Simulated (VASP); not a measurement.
Here is a VASP 6.6.1 calculation.

INCAR

```
PREC = Accurate
ENCUT = 600
EDIFF = 1E-6
ISMEAR = 0
SIGMA = 0.2
LREAL = False
LASPH = True
NELM = 80
ALGO = Normal
ISIF = 3
LWAVE = False
LCHARG = False
GGA = PE
IBRION = 2
NSW = 36
EDIFFG = -0.08
```

KPOINTS

```
regular mesh
0
Gamma
  3 3 3
```

The input POSCAR:

```
ScS4
1.0
    5.8603858300      0.0000000000      0.0000000000
    0.0000000000      5.8603858300      0.0000000000
    0.0000000000      0.0000000000      6.1257856300
Sc S
2 8
Direct
    0.0000000000      0.0000000000      0.2245000000
    0.0000000000      0.0000000000      0.7245000000
    0.1439999900      0.3280000100      0.0000000000
    0.6719999900      0.1439999900      0.0000000000
    0.8560000100      0.6719999900      0.0000000000
    0.3280000100      0.8560000100      0.0000000000
    0.8560000100      0.3280000100      0.5000000000
    0.3280000100      0.1439999900      0.5000000000
    0.1439999900      0.6719999900      0.5000000000
    0.6719999900      0.8560000100      0.5000000000
```

Potentials or basis: VASP PAW PBE potentials, release 64 (Sc_sv, S).

Run with:

```console
$ cat potpaw_PBE.64/Sc_sv/POTCAR potpaw_PBE.64/S/POTCAR > POTCAR
$ mpirun -np 1 vasp_std > vasp.out
```

Problem. Estimate the band gap on the k mesh.

Solution. Zero (bands 35 and 36 overlap by 1.04 eV).

Problem. Predict the relaxed cell.

Solution. a = 5.466 Å, b = 5.466 Å, c = 6.898 Å, α = 90.00°, β = 90.00°, γ = 90.00°.

Problem. What does it give for the space group after relaxing (to 0.1 Å)?

Solution. P4/mcc (No. 124).

Forces in eV/Å, atoms in the order of the input:
```
Sc   0.000  0.000 -0.009
Sc   0.000  0.000 -0.009
S    0.007 -0.007  0.002
S    0.007  0.007  0.002
S   -0.007  0.007  0.002
S   -0.007 -0.007  0.002
S   -0.007 -0.007  0.002
S   -0.007  0.007  0.002
S    0.007  0.007  0.002
S    0.007 -0.007  0.002
```
